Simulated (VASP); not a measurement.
# Zn4SeS3: relaxation of cell and atoms with PBE

Crystal: Zn4SeS3.

```
Zn Se S
1.0
    -2.70144    2.70144    5.40287
     2.70144   -2.70144    5.40287
     2.70144    2.70144   -5.40287
Zn Se S
4 1 3
Direct
  0.37500 0.87500 0.00000
  0.12500 0.12500 0.50000
  0.87500 0.37500 0.00000
  0.62500 0.62500 0.50000
  0.50000 0.50000 0.00000
  0.75000 0.25000 0.50000
  0.25000 0.75000 0.50000
  0.00000 0.00000 0.00000
```

```yaml
Program: VASP 6.6.1
Task: relaxation of cell and atoms
Functional: PBE
Potentials_or_basis: VASP PAW PBE potentials, release 64 (Zn, Se, S)
Cutoff: 600 eV
k_mesh: 4 × 4 × 4
Occupations: gaussian, width 0.1 eV
Spin: no spin polarisation
Dipole_correction: no
Further_INCAR_settings: ALGO = Normal; EDIFF = 1e-07; IBRION = 2; EDIFFG = -0.04; NSW = 90; ISIF = 3
```

* Relaxed volume: 20.97 Å³/atom
* Relaxed cell: a = 6.754 Å, b = 6.754 Å, c = 6.754 Å, α = 131.80°, β = 131.80°, γ = 70.54°
* Space group after relaxing (to 0.1 Å): I-42m (No. 121)
* Energy gained by relaxing: 32.8 meV/atom
* Ionic steps: 5
* Pressure after relaxing: 0.2 GPa
* Largest force after relaxing: 0.038 eV/Å
* Band gap on the k mesh: 1.76 eV

Forces in eV/Å, atoms in the order of the input:
```
Zn   0.022 -0.022 -0.022
Zn  -0.022 -0.022  0.022
Zn  -0.022  0.022 -0.022
Zn   0.022  0.022  0.022
Se   0.000  0.000  0.000
S    0.000  0.000  0.000
S    0.000  0.000  0.000
S    0.000  0.000  0.000
```

The path:
```
step  energy change (eV)  largest force (eV/Å)  pressure (GPa)  volume (Å³)
   1              0.0000                0.7981            5.17       157.72
   2             -0.2204                0.2701           -1.59       172.69
   3             -0.2310                0.3496           -0.55       169.82
   4             -0.2530                0.1942           -0.24       168.86
   5             -0.2622                0.0377            0.16       167.73
```

Final structure:
```yaml
crystal:
  lattice:
    - [-2.75766, 2.75766, 5.51417]
    - [2.75766, -2.75766, 5.51417]
    - [2.75766, 2.75766, -5.51417]
  atoms:
    - { symbol: Zn, position: [0.37073, 0.88617, 0.00000] }
    - { symbol: Zn, position: [0.11383, 0.11383, 0.48456] }
    - { symbol: Zn, position: [0.88617, 0.37073, 0.00000] }
    - { symbol: Zn, position: [0.62927, 0.62927, 0.51544] }
    - { symbol: Se, position: [0.50000, 0.50000, 0.00000] }
    - { symbol: S, position: [0.75000, 0.25000, 0.50000] }
    - { symbol: S, position: [0.25000, 0.75000, 0.50000] }
    - { symbol: S, position: [0.00000, 0.00000, 0.00000] }
```

Levels at points of the mesh, in eV from the valence-band top:
```csv
k point,band 32,band 33,band 34,band 35,band 36,band 37,band 38,band 39,band 40,band 41
"(0.00, 0.00, 0.00)",-2.12,-2.12,0.00,0.00,0.00,1.76,3.34,3.88,5.63,5.63
"(0.50, 0.00, 0.00)",-1.77,-1.54,-1.53,-1.02,-0.73,4.43,4.44,4.93,5.07,5.28
"(0.50, 0.50, 0.00)",-1.03,-0.98,-0.80,-0.65,-0.59,2.98,3.11,4.46,4.68,6.33
"(0.50, 0.50, 0.50)",-1.95,-1.38,-1.38,-0.99,-0.99,3.18,3.47,3.90,3.90,4.20
```

Run time: 24 min on 1 thread of AMD EPYC 7R13 (shared host), peak memory 0.48 GiB.
